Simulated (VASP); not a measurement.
# HgTe (Cmcm) in VASP: settings compared

HgTe is run at these levels: r2SCAN, PBEsol+D4; tasks: single point, relaxation of cell and atoms.

Program: VASP 6.6.1. These are calculated values, not measurements. Logs are shortened: lines on timing, memory, paths and dates and some standing lists are left out, and cuts for length are marked.

## (1) The cell of the first run

It takes space group Cmcm (No. 63, orthorhombic). The conventional cell has a = 6.025 Å, b = 6.980 Å, c = 5.837 Å, α = 90.00°, β = 90.00°, γ = 90.00°. Hg (site symmetry m2m) has 6 Te at 3.04 to 3.90 Å and 2 Hg at 3.65 Å within 4.0 Å. Te (site symmetry m2m) has 6 Hg at 3.04 to 3.90 Å within 4.0 Å.

## (2) Single point, r2SCAN

POSCAR

```
HgTe
1.0
    3.0123365776     -3.4898894638      0.0000000000
    3.0123365776      3.4898894638      0.0000000000
    0.0000000000      0.0000000000      5.8365565098
Hg Te
2 2
Direct
    0.6569500000      0.3430500000      0.2500000000
    0.3430500000      0.6569500000      0.7500000000
    0.2151910000      0.7848090000      0.2500000000
    0.7848090000      0.2151910000      0.7500000000
```

INCAR.step1

```
SYSTEM = HgTe
PREC     = Accurate       ! precision mode
ENCUT    = 520            ! plane-wave cutoff, eV
ISMEAR   = -1             ! smearing method
SIGMA    = 0.05           ! smearing width, eV
LREAL    = .FALSE.        ! projectors in reciprocal space
LASPH    = .TRUE.         ! aspherical terms in the spheres
NELM     = 80             ! most SCF steps
NBANDS   = 26             ! bands
GGA      = PE             ! functional
ALGO     = Normal         ! electronic algorithm
EDIFF    = 1E-4           ! SCF threshold, eV
LWAVE    = .TRUE.         ! write WAVECAR
LCHARG   = .FALSE.        ! write CHGCAR
```

INCAR.step2

```
SYSTEM = HgTe
PREC     = Accurate       ! precision mode
ENCUT    = 520            ! plane-wave cutoff, eV
EDIFF    = 1E-6           ! SCF threshold, eV
ISMEAR   = -1             ! smearing method
SIGMA    = 0.05           ! smearing width, eV
LREAL    = .FALSE.        ! projectors in reciprocal space
LASPH    = .TRUE.         ! aspherical terms in the spheres
NELM     = 80             ! most SCF steps
ALGO     = Normal         ! electronic algorithm
ISIF     = 2              ! what is computed and relaxed
LWAVE    = .FALSE.        ! write WAVECAR
LCHARG   = .TRUE.         ! write CHGCAR
METAGGA  = R2SCAN         ! meta-GGA
LMIXTAU  = .TRUE.       
LELF     = .TRUE.         ! ELF
LVHAR    = .TRUE.       
NBANDS   = 26             ! bands
ISTART   = 1
```

KPOINTS

```
Automatic mesh
0
G
  6 6 5
  0 0 0
```

Potentials or basis: VASP PAW PBE potentials, release 64 (Hg, Te).

Run with:

```console
$ cat potpaw_PBE.64/Hg/POTCAR potpaw_PBE.64/Te/POTCAR > POTCAR
$ cp INCAR.step1 INCAR
$ mpirun -np 1 vasp_std > vasp.out
$ cp INCAR.step2 INCAR
$ mpirun -np 1 vasp_std > vasp.out
```

OUTCAR:

```text
SYSTEM = HgTe
   PREC = Accurate
   ENCUT = 520
   EDIFF = 1E-6
   ISMEAR = -1
   LREAL = .FALSE.
   LASPH = .TRUE.
   NELM = 80
   ISIF = 2
   METAGGA = R2SCAN
   ISTART = 1

 ion  position               nearest neighbor table
   1  0.657  0.343  0.250-   3 3.04   3 3.04   4 3.05   4 3.05   3 3.08   2 3.65   2 3.65
   2  0.343  0.657  0.750-   4 3.04   4 3.04   3 3.05   3 3.05   4 3.08   1 3.65   1 3.65
   3  0.215  0.785  0.250-   1 3.04   1 3.04   2 3.05   2 3.05   1 3.08
   4  0.785  0.215  0.750-   2 3.04   2 3.04   1 3.05   1 3.05   2 3.08

  LATTYP: Found a base centered orthorhombic cell.
 ALAT       =     6.0246731552
 B/A-ratio  =     1.1585323797
 C/A-ratio  =     0.9687756264

  Lattice vectors:

 A1 = (   3.0123365776,  -3.4898894638,   0.0000000000)
 A2 = (   3.0123365776,   3.4898894638,   0.0000000000)
 A3 = (   0.0000000000,   0.0000000000,   5.8365565098)

Analysis of symmetry for initial positions (statically):
=====================================================================
 Subroutine PRICEL returns:
 Original cell was already a primitive cell.

 Routine SETGRP: Setting up the symmetry group for a
 base centered orthorhombic supercell.

 Subroutine GETGRP returns: Found  8 space group operations
 (whereof  4 operations were pure point group operations)
 out of a pool of  8 trial point group operations.

The static configuration has the point symmetry C_2h.
 The point group associated with its full space group is D_2h.

Analysis of symmetry for dynamics (positions and initial velocities):
=====================================================================
 Subroutine PRICEL returns:
 Original cell was already a primitive cell.

 Routine SETGRP: Setting up the symmetry group for a
 base centered orthorhombic supercell.

 Subroutine GETGRP returns: Found  8 space group operations
 (whereof  4 operations were pure point group operations)
 out of a pool of  8 trial point group operations.

The dynamic configuration has the point symmetry C_2h.
 The point group associated with its full space group is D_2h.

 Subroutine INISYM returns: Found  8 space group operations
 (whereof  4 operations are pure point group operations),
 and found     1 'primitive' translations

----------------------------------------------------------------------------------------

                                     Primitive cell

  volume of cell :     122.7162

  direct lattice vectors                    reciprocal lattice vectors
     3.012336578 -3.489889464  0.000000000     0.165984108 -0.143271013  0.000000000
     3.012336578  3.489889464  0.000000000     0.165984108  0.143271013  0.000000000
     0.000000000  0.000000000  5.836556510     0.000000000  0.000000000  0.171333902

  length of vectors
     4.610151855  4.610151855  5.836556510     0.219265381  0.219265381  0.171333902

  position of ions in fractional coordinates (direct lattice)
     0.656950000  0.343050000  0.250000000
     0.343050000  0.656950000  0.750000000
     0.215191000  0.784809000  0.250000000
     0.784809000  0.215191000  0.750000000

  ion indices of the primitive-cell ions
   primitive index   ion index
                 1           1
                 2           2
                 3           3
                 4           4

----------------------------------------------------------------------------------------

 KPOINTS: Automatic mesh

Automatic generation of k-mesh.
 Grid dimensions read from file:
 generate k-points for:    6    6    5

 Generating k-lattice:

  Cartesian coordinates                     Fractional coordinates (reciprocal lattice)
     0.027664018 -0.023878502  0.000000000     0.166666667  0.000000000  0.000000000
     0.027664018  0.023878502  0.000000000     0.000000000  0.166666667  0.000000000
     0.000000000  0.000000000  0.034266780     0.000000000  0.000000000  0.200000000

  Length of vectors
     0.036544230  0.036544230  0.034266780

  Shift w.r.t. Gamma in fractional coordinates (k-lattice)
     0.000000000  0.000000000  0.000000000

 Subroutine IBZKPT returns following result:
 ===========================================

 Found     39 irreducible k-points:

 Following reciprocal coordinates:
            Coordinates               Weight
  0.000000  0.000000  0.000000      1.000000
  0.166667  0.000000  0.000000      4.000000
  0.333333 -0.000000  0.000000      4.000000
  0.500000 -0.000000  0.000000      2.000000
  0.166667  0.166667  0.000000      2.000000
  0.333333  0.166667  0.000000      4.000000
[... 16 lines left out ...]
  0.333333  0.333333  0.200000      4.000000
  0.500000  0.333333  0.200000      8.000000
 [... further k-points ...]
   k-points           NKPTS =     39   k-points in BZ     NKDIM =     39   number of bands    NBANDS=     26
   number of dos      NEDOS =    301   number of ions     NIONS =      4
   total plane-waves  NPLWV =  62208
   dimension x,y,z NGX =    36 NGY =   36 NGZ =   48
   dimension x,y,z NGXF=    72 NGYF=   72 NGZF=   96
   ions per type =               2   2
   NGX,Y,Z   is equivalent  to a cutoff of  12.98, 12.98, 13.67 a.u.
   NGXF,Y,Z  is equivalent  to a cutoff of  25.96, 25.96, 27.34 a.u.
 SYSTEM =  HgTe
   PREC   = accura    normal or accurate (medium, high low for compatibility)
   ISTART =      1    job   : 0-new  1-cont  2-samecut
   ICHARG =      0    charge: 1-file 2-atom 10-const
   ISPIN  =      1    spin polarized calculation?
   LNONCOLLINEAR =      F non collinear calculations
   LSORBIT =      F    spin-orbit coupling
   LASPH  =      T    aspherical Exc in radial PAW
   ENCUT  =  520.0 eV  38.22 Ry    6.18 a.u.   8.57  8.57 10.85*2*pi/ulx,y,z
   NELM   =     80;   NELMIN=  2; NELMDL=  0     # of ELM steps
   EDIFF  = 0.1E-05   stopping-criterion for ELM
   LREAL  =      F    real-space projection
   EDIFFG = 0.1E-04   stopping-criterion for IOM
   NSW    =      0    number of steps for IOM
   IBRION =     -1    ionic relax: 0-MD 1-quasi-New 2-CG
   NFREE  =      0    steps in history (QN), initial steepest desc. (CG)
   ISIF   =      2    stress and relaxation
   ISYM   =      2    0-nonsym 1-usesym 2-fastsym
   POTIM  = 0.5000    time-step for ionic-motion
   TEBEG  =    0.0;   TEEND  =   0.0 temperature during run
   PSTRESS=    0.0 pullay stress
   NELECT =      36.0000    total number of electrons
   NUPDOWN=      -1.0000    fix difference up-down
   EMIN   =  10.00;   EMAX   =-10.00  energy-range for DOS
   EFERMI =   0.00;   METHOD = LEGACY
   ISMEAR =    -1;   SIGMA  =   0.05  broadening in eV -4-tet -1-fermi 0-gaus
   EFERMI_NEDOS =   21; number of points for ismear=-14 and -15
   IALGO  =     38    algorithm
   IMIX   =      4    mixing-type and parameters
     AMIX     =   0.40;   BMIX     =  1.00
     AMIX_MAG =   1.60;   BMIX_MAG =  1.00
  volume/ion in A,a.u.               =      30.68       207.03
  Fermi-wavevector in a.u.,A,eV,Ry     =   1.087782  2.055609 16.099350  1.183269
  Thomas-Fermi vector in A             =   2.223949
   LORBIT       =      0    0 simple, 1 ext, 2 COOP (PROOUT), +10 PAW based schemes
   METAGGA = R2SCAN    functional components
   LHFCALC =     F    Hartree Fock is set to
   AEXX    =    0.0000 exact exchange contribution
   IVDW    =     0    specifies the selected vdW correction
   LEPSILON=     F    determine dielectric tensor
   LRPA    =     F    only Hartree local field effects (RPA)
 non-spin polarized calculation
  energy-cutoff  :      520.00
  volume of cell :      122.72
 maximum number of plane-waves:      3330
 NGX is ok and might be reduce to    36
   NGX = 17   NGY = 17   NGZ = 21

 number of electron      35.9999998 magnetization

 Free energy of the ion-electron system (eV)
  ---------------------------------------------------
  ext. energy  EPLUGINS =         0.00000000
  ---------------------------------------------------
  free energy    TOTEN  =      -149.63233889 eV

  energy without entropy =     -149.61920373  energy(sigma->0) =     -149.62577131

 E-fermi :   3.4591     XC(G=0):  -9.9985

 val. band max:        3.3653663216   @ k =  -0.1667   0.1667   0.2000
 cond. band min:       3.4715865271   @ k =   0.3333   0.1667   0.4000
 fundamental gap:      0.1062202055
 Fermi energy:         3.4590503457

 k-point     1 :       0.0000    0.0000    0.0000
  band No.  band energies     occupation
      1      -8.6299      2.00000
      2      -7.5423      2.00000
      3      -3.5753      2.00000
      4      -3.4833      2.00000
      5      -3.4664      2.00000
      6      -3.3988      2.00000
[... 18 lines left out ...]
     25      10.8962      0.00000
     26      11.1723      0.00000

 k-point     2 :       0.1667    0.0000    0.0000
  band No.  band energies     occupation
      1      -8.5017      2.00000
      2      -7.5237      2.00000
      3      -3.6316      2.00000
      4      -3.5280      2.00000
      5      -3.4917      2.00000
      6      -3.3691      2.00000
[... 18 lines left out ...]
     25      10.8707      0.00000
     26      11.2729      0.00000

 k-point     3 :       0.3333   -0.0000    0.0000
  band No.  band energies     occupation
      1      -8.1660      2.00000
      2      -7.5489      2.00000
      3      -3.7210      2.00000
      4      -3.6012      2.00000
      5      -3.5077      2.00000
      6      -3.4431      2.00000
[... 18 lines left out ...]
     25      10.5614      0.00000
     26      10.8372      0.00000

 k-point     4 :       0.5000   -0.0000    0.0000
  band No.  band energies     occupation
      1      -7.8180      2.00000
      2      -7.7334      2.00000
      3      -3.7477      2.00000
      4      -3.6383      2.00000
      5      -3.5286      2.00000
      6      -3.5158      2.00000
[... 18 lines left out ...]
     25       9.3906      0.00000
     26      10.5248      0.00000
[... 496 lines left out ...]
      1      -8.3431      2.00000
      2      -7.5825      2.00000
      3      -3.6531      2.00000
      4      -3.5506      2.00000
      5      -3.4413      2.00000
      6      -3.3949      2.00000
[... 18 lines left out ...]
     25      10.7199      0.00000
     26      11.4757      0.00000

 k-point    23 :       0.3333    0.3333    0.2000
  band No.  band energies     occupation
      1      -7.7311      2.00000
      2      -7.6541      2.00000
      3      -3.6037      2.00000
      4      -3.5737      2.00000
      5      -3.5225      2.00000
      6      -3.5079      2.00000
[... 18 lines left out ...]
     25      10.8454      0.00000
     26      11.2552      0.00000

 k-point    24 :       0.5000    0.3333    0.2000
  band No.  band energies     occupation
      1      -7.8260      2.00000
      2      -7.6212      2.00000
      3      -3.5681      2.00000
      4      -3.5241      2.00000
      5      -3.4881      2.00000
      6      -3.4295      2.00000
[... 18 lines left out ...]
     25      11.8195      0.00000
     26      12.0599      0.00000

 [... further k-points ...]

------------------------ aborting loop because EDIFF is reached ----------------------------------------

  FORCE on cell =-STRESS in cart. coord.  units (eV):
  Direction    XX          YY          ZZ          XY          YZ          ZX
  --------------------------------------------------------------------------------------
  -------------------------------------------------------------------------------------
  Total       -1.8189618     -1.2517598     -1.7787844      0.0000000     -0.0000000      0.0000000
  in kB      -23.7482879    -16.3429226    -23.2237331      0.0000000     -0.0000000      0.0000000
  external PRESSURE =     -21.1049812 kB  Pullay stress =       0.0000000 kB

 VOLUME and BASIS-vectors are now :
 -----------------------------------------------------------------------------
  energy-cutoff  :      520.00
  volume of cell :      122.72
      direct lattice vectors                 reciprocal lattice vectors
     3.012336578 -3.489889464  0.000000000     0.165984108 -0.143271013  0.000000000
     3.012336578  3.489889464  0.000000000     0.165984108  0.143271013  0.000000000
     0.000000000  0.000000000  5.836556510     0.000000000  0.000000000  0.171333902

 POSITION                                       TOTAL-FORCE (eV/Angst)
 -----------------------------------------------------------------------------------
      3.01234     -1.09548      1.45914         0.000000      0.000979     -0.000000
      3.01234      1.09548      4.37742         0.000000     -0.000979      0.000000
      3.01234      1.98790      1.45914         0.000000     -0.224660      0.000000
      3.01234     -1.98790      4.37742         0.000000      0.224660      0.000000
 -----------------------------------------------------------------------------------
    total drift:                               -0.000000      0.000000     -0.000000

  FREE ENERGIE OF THE ION-ELECTRON SYSTEM (eV)
  ---------------------------------------------------
  free  energy   TOTEN  =      -149.6323388926 eV

  energy  without entropy=     -149.6192037313  energy(sigma->0) =     -149.62577131
```

Run time: 6.6 min. Hardware: 1 thread of Intel Xeon Platinum 8259CL at 2.50GHz (Skylake/Cascade Lake), shared host; peak memory 0.32 GiB.

What came out:

* Free energy: -149.6323 eV
* Pressure: -2.1 GPa
* Largest force: 0.225 eV/Å
* Band gap on the k mesh: zero (band 18 reaches 3.78 eV, above the bottom of band 19 at 1.86 eV)

Forces on the atoms (eV/Å):
```
Hg   0.000  0.001  0.000
Hg   0.000 -0.001  0.000
Te   0.000 -0.225  0.000
Te   0.000  0.225  0.000
```

Caveat: the PAW data sets were made with another functional, which shifts forces and pressure a little; spin-orbit coupling is left out, which moves the levels of the heavy elements.

## (3) Relaxation of cell and atoms, PBEsol+D4

This run uses another cell than the first one, of 30.08 Å³/atom, 0.980 times its volume.

INCAR

```
SYSTEM = HgTe
  PREC = Accurate
  ENCUT = 600
  EDIFF = 1E-6
  ISMEAR = -1
  SIGMA = 0.05
  LREAL = .False.
  LASPH = .True.
  NELM = 100
  ALGO = Normal
  ISIF = 3
  LWAVE = .False.
  LCHARG = .False.
  GGA = PS
  IVDW = 13
  IBRION = 2
  NSW = 60
  EDIFFG = -0.01
```

KPOINTS

```
regular mesh
0
Gamma
  6 6 5
  0 0 0
```

POSCAR

```
HgTe
1.0
    2.9925180000     -3.4669290000      0.0000000000
    2.9925180000      3.4669290000      0.0000000000
    0.0000000000      0.0000000000      5.7981570000
Hg Te
2 2
Direct
    0.6569500000      0.3430500000      0.2500000000
    0.3430500000      0.6569500000      0.7500000000
    0.2151910000      0.7848090000      0.2500000000
    0.7848090000      0.2151910000      0.7500000000
```

Potentials or basis: VASP PAW PBE potentials, release 64 (Hg, Te).

Run with:

```console
$ cat potpaw_PBE.64/Hg/POTCAR potpaw_PBE.64/Te/POTCAR > POTCAR
$ mpirun -np 1 vasp_std > vasp.out
```

Wall time 36 min (1 thread of Intel Xeon Platinum 8259CL at 2.50GHz (Skylake/Cascade Lake), shared host); peak memory 0.35 GiB.

Results (log left out):

```
Free energy                            : -9.6097 eV
Relaxed volume                         : 26.41 Å³/atom
Relaxed cell                           : a = 4.183 Å, b = 4.183 Å, c = 6.038 Å, α = 90.00°, β = 90.00°, γ = 90.01°
Space group after relaxing (to 0.05 Å) : I4/mmm (No. 139)
Energy gained by relaxing              : 96.6 meV/atom
Ionic steps                            : 45
Pressure after relaxing                : 0.0 GPa
Band gap on the k mesh                 : zero (band 18 reaches 5.46 eV, above the bottom of band 19 at 2.58 eV)
Dispersion energy per atom             : -0.286 eV
```

The path:
| step | energy change (eV) | largest force (eV/Å) | pressure (GPa) | volume (Å³) |
| --- | --- | --- | --- | --- |
| 1 | 0.0000 | 0.1915 | -4.53 | 120.31 |
| 3 | -0.1732 | 0.1076 | -0.07 | 109.43 |
| 5 | -0.1839 | 0.1460 | 0.09 | 108.18 |
| 7 | -0.1969 | 0.0744 | -0.47 | 108.10 |
| 9 | -0.1986 | 0.0392 | -0.76 | 108.04 |
| 11 | -0.2030 | 0.0253 | 0.01 | 106.27 |
| 13 | -0.2058 | 0.0351 | 0.17 | 105.86 |
| 15 | -0.2079 | 0.0579 | 0.40 | 105.22 |
| 17 | -0.2116 | 0.0871 | 0.32 | 105.17 |
| 19 | -0.2254 | 0.2079 | 0.33 | 104.85 |
| 21 | -0.2332 | 0.2387 | 0.18 | 105.06 |
| 23 | -0.2472 | 0.2288 | -0.13 | 105.34 |
| 25 | -0.2577 | 0.2008 | -0.55 | 105.84 |
| 27 | -0.2675 | 0.1532 | 0.69 | 103.90 |
| 29 | -0.2839 | 0.1447 | 0.58 | 104.17 |
| 31 | -0.3079 | 0.2096 | 0.30 | 105.37 |
| 33 | -0.3267 | 0.1976 | -0.11 | 106.02 |
| 35 | -0.3531 | 0.1712 | -1.71 | 108.93 |
| 37 | -0.3732 | 0.1693 | -0.64 | 106.92 |
| 39 | -0.3817 | 0.1520 | 0.22 | 105.35 |
| 41 | -0.3857 | 0.0350 | -0.11 | 105.81 |
| 43 | -0.3862 | 0.0029 | 0.10 | 105.47 |
| 45 | -0.3863 | 0.0011 | 0.01 | 105.64 |

Final structure:
```
CELL_PARAMETERS angstrom
2.95741 -2.95787 0.00000
2.95741 2.95787 0.00000
0.00000 0.00000 6.03822
ATOMIC_POSITIONS crystal
Hg 0.75031 0.24968 0.25000
Hg 0.24968 0.75031 0.75000
Te 0.25025 0.74975 0.25000
Te 0.74975 0.25025 0.75000
```

Levels at points of the mesh, in eV from the Fermi level:
```csv
k point,band 14,band 15,band 16,band 17,band 18,band 19,band 20,band 21,band 22
"(0.00, 0.00, 0.00)",-2.82,-2.58,-2.58,-0.92,-0.92,-0.75,-0.75,4.69,7.64
"(0.50, 0.00, 0.00)",-5.07,-2.65,-2.65,0.13,0.14,2.27,2.27,4.47,4.47
"(0.50, 0.50, 0.00)",-4.85,-2.98,-2.97,-2.77,-2.77,-2.53,-2.53,4.59,4.59
```

Caveat: the PAW data sets were made with another functional, which shifts forces and pressure a little; spin-orbit coupling is left out, which moves the levels of the heavy elements; pairwise dispersion overbinds metals, which lowers pressure and volume.
